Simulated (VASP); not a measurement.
# W (Im-3m) in VASP: further runs

W is run at these levels: PBE; tasks: single point.

Everything below comes from runs of VASP 6.6.1. Logs are shortened: lines on timing, memory, paths and dates and some standing lists are left out, and cuts for length are marked.

### Step 1. The cell of the first run

The structure is cubic, space group Im-3m (No. 229). The conventional cell has a = 3.165 Å, b = 3.165 Å, c = 3.165 Å, α = 90.00°, β = 90.00°, γ = 90.00°. Within 3.6 Å of W (site symmetry m-3m) lie 14 W at 2.74 to 3.16 Å.

### Step 2. Single point, PBE

INCAR reads:

```
SYSTEM = W
ALGO = Normal ; EDIFF = 1E-6
ENCUT = 500 ; GGA = PE
GGA_COMPAT = .False. ; ISIF = 2
ISMEAR = 1 ; LASPH = .True.
LCHARG = .False. ; LREAL = .False.
LWAVE = .False. ; NBANDS = 13
NELM = 120 ; PREC = Accurate
SIGMA = 0.3
```

KPOINTS reads:

```
k-points
0
Gamma
  9 9 9
  0 0 0
```

POSCAR reads:

```
W
1.0
   -1.5823450000      1.5823450000      1.5823450000
    1.5823450000     -1.5823450000      1.5823450000
    1.5823450000      1.5823450000     -1.5823450000
W
1
Direct
    0.0000000000      0.0000000000      0.0000000000
```

Potentials or basis: VASP PAW PBE potentials, release 64 (W_sv).

Launch:

```sh
cat potpaw_PBE.64/W_sv/POTCAR > POTCAR
mpirun -np 1 vasp_std > vasp.out
```

OUTCAR:

```text
SYSTEM = W
   EDIFF = 1E-6
   ENCUT = 500
   GGA = PE
   ISIF = 2
   ISMEAR = 1
   LASPH = .True.
   LREAL = .False.
   NELM = 120
   PREC = Accurate

 ion  position               nearest neighbor table
   1  0.000  0.000  0.000-

  LATTYP: Found a body centered cubic cell.
 ALAT       =     3.1646900000

  Lattice vectors:

 A1 = (  -1.5823450000,   1.5823450000,   1.5823450000)
 A2 = (   1.5823450000,  -1.5823450000,   1.5823450000)
 A3 = (   1.5823450000,   1.5823450000,  -1.5823450000)

Analysis of symmetry for initial positions (statically):
=====================================================================
 Subroutine PRICEL returns:
 Original cell was already a primitive cell.

 Routine SETGRP: Setting up the symmetry group for a
 body centered cubic supercell.

 Subroutine GETGRP returns: Found 48 space group operations
 (whereof 48 operations were pure point group operations)
 out of a pool of 48 trial point group operations.

The static configuration has the point symmetry O_h .

Analysis of symmetry for dynamics (positions and initial velocities):
=====================================================================
 Subroutine PRICEL returns:
 Original cell was already a primitive cell.

 Routine SETGRP: Setting up the symmetry group for a
 body centered cubic supercell.

 Subroutine GETGRP returns: Found 48 space group operations
 (whereof 48 operations were pure point group operations)
 out of a pool of 48 trial point group operations.

The dynamic configuration has the point symmetry O_h .

 Subroutine INISYM returns: Found 48 space group operations
 (whereof 48 operations are pure point group operations),
 and found     1 'primitive' translations

----------------------------------------------------------------------------------------

                                     Primitive cell

  volume of cell :      15.8476

  direct lattice vectors                    reciprocal lattice vectors
    -1.582345000  1.582345000  1.582345000     0.000000000  0.315986716  0.315986716
     1.582345000 -1.582345000  1.582345000     0.315986716  0.000000000  0.315986716
     1.582345000  1.582345000 -1.582345000     0.315986716  0.315986716  0.000000000

  length of vectors
     2.740701935  2.740701935  2.740701935     0.446872699  0.446872699  0.446872699

[... 77 lines left out ...]
   NELM   =    120;   NELMIN=  2; NELMDL= -5     # of ELM steps
   EDIFF  = 0.1E-05   stopping-criterion for ELM
   LREAL  =      F    real-space projection
   EDIFFG = 0.1E-04   stopping-criterion for IOM
   NSW    =      0    number of steps for IOM
   IBRION =     -1    ionic relax: 0-MD 1-quasi-New 2-CG
   NFREE  =      0    steps in history (QN), initial steepest desc. (CG)
   ISIF   =      2    stress and relaxation
   ISYM   =      2    0-nonsym 1-usesym 2-fastsym
   POTIM  = 0.5000    time-step for ionic-motion
   TEBEG  =    0.0;   TEEND  =   0.0 temperature during run
   PSTRESS=    0.0 pullay stress
   NELECT =      14.0000    total number of electrons
   NUPDOWN=      -1.0000    fix difference up-down
   EMIN   =  10.00;   EMAX   =-10.00  energy-range for DOS
   EFERMI =   0.00;   METHOD = LEGACY
   ISMEAR =     1;   SIGMA  =   0.30  broadening in eV -4-tet -1-fermi 0-gaus
   EFERMI_NEDOS =   21; number of points for ismear=-14 and -15
   IALGO  =     38    algorithm
   IMIX   =      4    mixing-type and parameters
     AMIX     =   0.40;   BMIX     =  1.00
     AMIX_MAG =   1.60;   BMIX_MAG =  1.00
  volume/ion in A,a.u.               =      15.85       106.94
  Fermi-wavevector in a.u.,A,eV,Ry     =   1.570832  2.968442 33.572544  2.467512
  Thomas-Fermi vector in A             =   2.672506
   LORBIT       =      0    0 simple, 1 ext, 2 COOP (PROOUT), +10 PAW based schemes
   GGA     = PE    functional components
   LHFCALC =     F    Hartree Fock is set to
   AEXX    =    0.0000 exact exchange contribution
   IVDW    =     0    specifies the selected vdW correction
   LEPSILON=     F    determine dielectric tensor
   LRPA    =     F    only Hartree local field effects (RPA)
 non-spin polarized calculation
 Methfessel and Paxton  Order N= 1 SIGMA  =   0.30
  energy-cutoff  :      500.00
  volume of cell :       15.85
 maximum number of plane-waves:       414
   NGX =  9   NGY =  9   NGZ =  9

 number of electron      14.0000004 magnetization

 Free energy of the ion-electron system (eV)
  ---------------------------------------------------
  ext. energy  EPLUGINS =         0.00000000
  ---------------------------------------------------
  free energy    TOTEN  =       -12.96407319 eV

  energy without entropy =      -12.95626994  energy(sigma->0) =      -12.96147210

 E-fermi :  11.4775     XC(G=0): -13.6426

 val. band max:       11.1936883307   @ k =   0.4444   0.1111   0.0000
 cond. band min:      11.5246694082   @ k =  -0.3333   0.3333   0.2222
 fundamental gap:      0.3309810774
 Fermi energy:        11.4775167341

 k-point     1 :       0.0000    0.0000    0.0000
  band No.  band energies     occupation
      1     -62.7376      2.00000
      2     -26.2989      2.00000
      3     -26.2989      2.00000
      4     -26.2989      2.00000
      5       1.8085      2.00000
      6      10.2172      2.00000
      7      10.2172      2.00000
      8      10.2172      2.00000
      9      13.7092     -0.00000
     10      13.7092     -0.00000
     11      25.9651      0.00000
     12      25.9651      0.00000
     13      25.9651      0.00000
[... 354 lines left out ...]
  band No.  band energies     occupation
      1     -62.5791      2.00000
      2     -27.4577      2.00000
      3     -26.9162      2.00000
      4     -26.5065      2.00000
      5       6.4222      2.00000
      6       8.7886      2.00000
      7       9.2292      2.00000
      8      12.3655     -0.00023
      9      15.8841     -0.00000
     10      19.1525      0.00000
     11      21.5103      0.00000
     12      25.6937      0.00000
     13      27.9422      0.00000

 [... further k-points ...]
[... 5 lines left out ...]
  --------------------------------------------------------------------------------------
  -------------------------------------------------------------------------------------
  Total        0.5904123      0.5904123      0.5904123      0.0000000      0.0000000      0.0000000
  in kB       59.6901183     59.6901183     59.6901183      0.0000000      0.0000000      0.0000000
  external PRESSURE =      59.6901183 kB  Pullay stress =       0.0000000 kB

 VOLUME and BASIS-vectors are now :
 -----------------------------------------------------------------------------
  energy-cutoff  :      500.00
  volume of cell :       15.85
      direct lattice vectors                 reciprocal lattice vectors
    -1.582345000  1.582345000  1.582345000     0.000000000  0.315986716  0.315986716
     1.582345000 -1.582345000  1.582345000     0.315986716  0.000000000  0.315986716
     1.582345000  1.582345000 -1.582345000     0.315986716  0.315986716  0.000000000

 POSITION                                       TOTAL-FORCE (eV/Angst)
 -----------------------------------------------------------------------------------
      0.00000      0.00000      0.00000         0.000000      0.000000     -0.000000
 -----------------------------------------------------------------------------------
    total drift:                                0.000000      0.000000      0.000000

  FREE ENERGIE OF THE ION-ELECTRON SYSTEM (eV)
  ---------------------------------------------------
  free  energy   TOTEN  =       -12.9640731864 eV

  energy  without entropy=      -12.9562699372  energy(sigma->0) =      -12.96147210
```

It took 5.2 s on 1 thread of Intel Xeon 6975P-C, shared host; peak memory 0.12 GiB.

Results:

* Free energy: -12.9641 eV
* Pressure: 6.0 GPa
* Band gap on the k mesh: zero (band 7 reaches 15.46 eV, above the bottom of band 8 at 10.22 eV)

Levels at points of the mesh, in eV from the Fermi level:
```
           k point  band 4  band 5  band 6  band 7  band 8  band 9  band 10  band 11
(0.00, 0.00, 0.00)  -37.78   -9.67   -1.26   -1.26   -1.26    2.23     2.23    14.49
```

Caveat: spin-orbit coupling is left out, which moves the levels of the heavy elements.

### Step 3. Single point, PBE

INCAR reads:

```
SYSTEM = W
PREC = Accurate
ENCUT = 500
EDIFF = 1E-6
ISMEAR = 1
SIGMA = 0.2
LREAL = .FALSE.
LASPH = .TRUE.
NELM = 120
ALGO = Normal
ISIF = 2
LWAVE = .FALSE.
LCHARG = .FALSE.
GGA = PE
NBANDS = 13
GGA_COMPAT = .FALSE.
```

KPOINTS reads:

```
regular mesh
0
G
  9 9 9
  0 0 0
```

POSCAR is that of step 2.

Potentials or basis: VASP PAW PBE potentials, release 64 (W_sv).

Launch:

```sh
cat potpaw_PBE.64/W_sv/POTCAR > POTCAR
mpirun -np 1 vasp_std > vasp.out
```

OUTCAR:

```text
SYSTEM = W
   PREC = Accurate
   ENCUT = 500
   EDIFF = 1E-6
   ISMEAR = 1
   LREAL = .FALSE.
   LASPH = .TRUE.
   NELM = 120
   ISIF = 2
   GGA = PE

 ion  position               nearest neighbor table
   1  0.000  0.000  0.000-

  LATTYP: Found a body centered cubic cell.
 ALAT       =     3.1646900000

  Lattice vectors:

 A1 = (  -1.5823450000,   1.5823450000,   1.5823450000)
 A2 = (   1.5823450000,  -1.5823450000,   1.5823450000)
 A3 = (   1.5823450000,   1.5823450000,  -1.5823450000)

Analysis of symmetry for initial positions (statically):
=====================================================================
 Subroutine PRICEL returns:
 Original cell was already a primitive cell.

 Routine SETGRP: Setting up the symmetry group for a
 body centered cubic supercell.

 Subroutine GETGRP returns: Found 48 space group operations
 (whereof 48 operations were pure point group operations)
 out of a pool of 48 trial point group operations.

The static configuration has the point symmetry O_h .

Analysis of symmetry for dynamics (positions and initial velocities):
=====================================================================
 Subroutine PRICEL returns:
 Original cell was already a primitive cell.

 Routine SETGRP: Setting up the symmetry group for a
 body centered cubic supercell.

 Subroutine GETGRP returns: Found 48 space group operations
 (whereof 48 operations were pure point group operations)
 out of a pool of 48 trial point group operations.

The dynamic configuration has the point symmetry O_h .

 Subroutine INISYM returns: Found 48 space group operations
 (whereof 48 operations are pure point group operations),
 and found     1 'primitive' translations
[... 108 lines left out ...]
   ISMEAR =     1;   SIGMA  =   0.20  broadening in eV -4-tet -1-fermi 0-gaus
   EFERMI_NEDOS =   21; number of points for ismear=-14 and -15
   IALGO  =     38    algorithm
   IMIX   =      4    mixing-type and parameters
     AMIX     =   0.40;   BMIX     =  1.00
     AMIX_MAG =   1.60;   BMIX_MAG =  1.00
  volume/ion in A,a.u.               =      15.85       106.94
  Fermi-wavevector in a.u.,A,eV,Ry     =   1.570832  2.968442 33.572544  2.467512
  Thomas-Fermi vector in A             =   2.672506
   LORBIT       =      0    0 simple, 1 ext, 2 COOP (PROOUT), +10 PAW based schemes
   GGA     = PE    functional components
   LHFCALC =     F    Hartree Fock is set to
   AEXX    =    0.0000 exact exchange contribution
   IVDW    =     0    specifies the selected vdW correction
   LEPSILON=     F    determine dielectric tensor
   LRPA    =     F    only Hartree local field effects (RPA)
 non-spin polarized calculation
 Methfessel and Paxton  Order N= 1 SIGMA  =   0.20
  energy-cutoff  :      500.00
  volume of cell :       15.85
 maximum number of plane-waves:       414
   NGX =  9   NGY =  9   NGZ =  9

 number of electron      14.0000004 magnetization

 Free energy of the ion-electron system (eV)
  ---------------------------------------------------
  ext. energy  EPLUGINS =         0.00000000
  ---------------------------------------------------
  free energy    TOTEN  =       -12.96146776 eV

  energy without entropy =      -12.95610515  energy(sigma->0) =      -12.95968022

 E-fermi :  11.5012     XC(G=0): -13.6423

 val. band max:       11.1938599340   @ k =   0.4444   0.1111   0.0000
 cond. band min:      11.5254292969   @ k =  -0.3333   0.3333   0.2222
 fundamental gap:      0.3315693630
 Fermi energy:        11.5011543294

 k-point     1 :       0.0000    0.0000    0.0000
  band No.  band energies     occupation
      1     -62.7357      2.00000
      2     -26.2972      2.00000
      3     -26.2972      2.00000
      4     -26.2972      2.00000
      5       1.8085      2.00000
      6      10.2181      2.00000
      7      10.2181      2.00000
      8      10.2181      2.00000
      9      13.7099     -0.00000
     10      13.7099     -0.00000
     11      25.9649      0.00000
     12      25.9649      0.00000
     13      25.9649      0.00000
[... 354 lines left out ...]
  band No.  band energies     occupation
      1     -62.5772      2.00000
      2     -27.4560      2.00000
      3     -26.9145      2.00000
      4     -26.5048      2.00000
      5       6.4226      2.00000
      6       8.7892      2.00000
      7       9.2295      2.00000
      8      12.3663     -0.00000
      9      15.8851      0.00000
     10      19.1534      0.00000
     11      21.5111      0.00000
     12      25.6942      0.00000
     13      27.9423      0.00000

 [... further k-points ...]
[... 5 lines left out ...]
  --------------------------------------------------------------------------------------
  -------------------------------------------------------------------------------------
  Total        0.5869881      0.5869881      0.5869881      0.0000000      0.0000000     -0.0000000
  in kB       59.3439352     59.3439352     59.3439352      0.0000000      0.0000000     -0.0000000
  external PRESSURE =      59.3439352 kB  Pullay stress =       0.0000000 kB

 VOLUME and BASIS-vectors are now :
 -----------------------------------------------------------------------------
  energy-cutoff  :      500.00
  volume of cell :       15.85
      direct lattice vectors                 reciprocal lattice vectors
    -1.582345000  1.582345000  1.582345000     0.000000000  0.315986716  0.315986716
     1.582345000 -1.582345000  1.582345000     0.315986716  0.000000000  0.315986716
     1.582345000  1.582345000 -1.582345000     0.315986716  0.315986716  0.000000000

 POSITION                                       TOTAL-FORCE (eV/Angst)
 -----------------------------------------------------------------------------------
      0.00000      0.00000      0.00000        -0.000000      0.000000     -0.000000
 -----------------------------------------------------------------------------------
    total drift:                                0.000000     -0.000000      0.000000

  FREE ENERGIE OF THE ION-ELECTRON SYSTEM (eV)
  ---------------------------------------------------
  free  energy   TOTEN  =       -12.9614677556 eV

  energy  without entropy=      -12.9561051550  energy(sigma->0) =      -12.95968022
```

It took 4.4 s on 1 thread of Intel Xeon 6975P-C, shared host; peak memory 0.13 GiB.

Results:

| Property | Result |
| --- | --- |
| Free energy | -12.9615 eV |
| Pressure | 5.9 GPa |
| Band gap on the k mesh | zero (band 7 reaches 15.46 eV, above the bottom of band 8 at 10.22 eV) |

Levels at points of the mesh, in eV from the Fermi level:
```csv
k point,band 3,band 4,band 5,band 6,band 7,band 8,band 9,band 10,band 11,band 12
"(0.00, 0.00, 0.00)",-37.80,-37.80,-9.69,-1.28,-1.28,-1.28,2.21,2.21,14.46,14.46
```

Caveat: spin-orbit coupling is left out, which moves the levels of the heavy elements.

### Step 4. Single point, PBE

INCAR reads:

```
SYSTEM = W
ALGO = Normal
EDIFF = 1E-6
ENCUT = 500
GGA = PE
GGA_COMPAT = .FALSE.
ISIF = 2
ISMEAR = 1
LASPH = .TRUE.
LCHARG = .FALSE.
LREAL = .FALSE.
LWAVE = .FALSE.
NBANDS = 13
NELM = 120
PREC = Accurate
SIGMA = 0.1
```

KPOINTS reads:

```
k-points
0
G
  9 9 9
  0 0 0
```

POSCAR is that of step 3.

Potentials or basis: VASP PAW PBE potentials, release 64 (W_sv).

Launch:

```sh
cat potpaw_PBE.64/W_sv/POTCAR > POTCAR
mpirun -np 1 vasp_std > vasp.out
```

OUTCAR:

```text
SYSTEM = W
   EDIFF = 1E-6
   ENCUT = 500
   GGA = PE
   ISIF = 2
   ISMEAR = 1
   LASPH = .TRUE.
   LREAL = .FALSE.
   NELM = 120
   PREC = Accurate

 ion  position               nearest neighbor table
   1  0.000  0.000  0.000-

  LATTYP: Found a body centered cubic cell.
 ALAT       =     3.1646900000

  Lattice vectors:

 A1 = (  -1.5823450000,   1.5823450000,   1.5823450000)
 A2 = (   1.5823450000,  -1.5823450000,   1.5823450000)
 A3 = (   1.5823450000,   1.5823450000,  -1.5823450000)
[... 553 lines left out ...]
      4     -26.5028      2.00000
      5       6.4230      2.00000
      6       8.7901      2.00000
      7       9.2298      2.00000
      8      12.3672     -0.00000
      9      15.8863      0.00000
     10      19.1545      0.00000
     11      21.5120      0.00000
     12      25.6947      0.00000
     13      27.9426      0.00000

 [... further k-points ...]
[... 5 lines left out ...]
  --------------------------------------------------------------------------------------
  -------------------------------------------------------------------------------------
  Total        0.5838338      0.5838338      0.5838338      0.0000000      0.0000000     -0.0000000
  in kB       59.0250433     59.0250433     59.0250433      0.0000000      0.0000000     -0.0000000
  external PRESSURE =      59.0250433 kB  Pullay stress =       0.0000000 kB

 VOLUME and BASIS-vectors are now :
 -----------------------------------------------------------------------------
  energy-cutoff  :      500.00
  volume of cell :       15.85
      direct lattice vectors                 reciprocal lattice vectors
    -1.582345000  1.582345000  1.582345000     0.000000000  0.315986716  0.315986716
     1.582345000 -1.582345000  1.582345000     0.315986716  0.000000000  0.315986716
     1.582345000  1.582345000 -1.582345000     0.315986716  0.315986716  0.000000000

 POSITION                                       TOTAL-FORCE (eV/Angst)
 -----------------------------------------------------------------------------------
      0.00000      0.00000      0.00000        -0.000000      0.000000      0.000000
 -----------------------------------------------------------------------------------
    total drift:                                0.000000     -0.000000      0.000000

  FREE ENERGIE OF THE ION-ELECTRON SYSTEM (eV)
  ---------------------------------------------------
  free  energy   TOTEN  =       -12.9586515121 eV

  energy  without entropy=      -12.9558398144  energy(sigma->0) =      -12.95771428
```

Wall time 5 s (1 thread of Intel Xeon 6975P-C, shared host); peak memory 0.13 GiB.

What came out:

* Free energy: -12.9587 eV
* Pressure: 5.9 GPa
* Band gap on the k mesh: zero (band 7 reaches 15.46 eV, above the bottom of band 8 at 10.22 eV)

Levels at points of the mesh, in eV from the Fermi level:
| k point | band 4 | band 5 | band 6 | band 7 | band 8 | band 9 | band 10 | band 11 |
| --- | --- | --- | --- | --- | --- | --- | --- | --- |
| (0.00, 0.00, 0.00) | -37.82 | -9.72 | -1.31 | -1.31 | -1.31 | 2.19 | 2.19 | 14.44 |

Caveat: spin-orbit coupling is left out, which moves the levels of the heavy elements.

### Step 5. Single point, PBE

INCAR reads:

```
  PREC = Accurate
  ENCUT = 500
  EDIFF = 1E-6
  ISMEAR = 1
  SIGMA = 0.05
  LREAL = False
  LASPH = True
  NELM = 120
  ALGO = Normal
  ISIF = 2
  LWAVE = False
  LCHARG = True
  GGA = PE
  LELF = True
  LVHAR = True
  NBANDS = 13
  GGA_COMPAT = False
```

KPOINTS reads:

```
regular mesh
0
Gamma
  9 9 9
```

POSCAR is that of step 4.

Launch:

```sh
cat potpaw_PBE.64/W_sv/POTCAR > POTCAR
mpirun -np 1 vasp_std > vasp.out
```

Wall time 5.2 s (1 thread of Intel Xeon 6975P-C, shared host); peak memory 0.12 GiB.

Results (log left out):

```
Free energy            : -12.9573 eV
Pressure               : 6.0 GPa
Band gap on the k mesh : zero (band 7 reaches 15.46 eV, above the bottom of band 8 at 10.22 eV)
```

Levels at points of the mesh, in eV from the Fermi level:
| k point | band 5 | band 6 | band 7 | band 8 | band 9 | band 10 |
| --- | --- | --- | --- | --- | --- | --- |
| (0.00, 0.00, 0.00) | -9.73 | -1.31 | -1.31 | -1.31 | 2.18 | 2.18 |

Caveat: spin-orbit coupling is left out, which moves the levels of the heavy elements.

### Step 6. Summary

```csv
smearing,gap on the mesh (eV),pressure (GPa)
methfessel-paxton 0.3 eV,none,6.0
methfessel-paxton 0.2 eV,none,5.9
methfessel-paxton 0.1 eV,none,5.9
methfessel-paxton 0.05 eV,none,6.0
```

Alike in all rows: task single point; level PBE; potentials or basis VASP PAW PBE potentials, release 64 (W_sv); no spin polarisation; cell as given; k mesh 9 × 9 × 9; cutoff (eV) 500.

Every run on the cell as given and a fine mesh finds a metal.

Caveats: spin-orbit coupling is left out, which moves the levels of the heavy elements.

Total energies depend on the potentials used, so only differences within one code and one set of settings carry meaning.
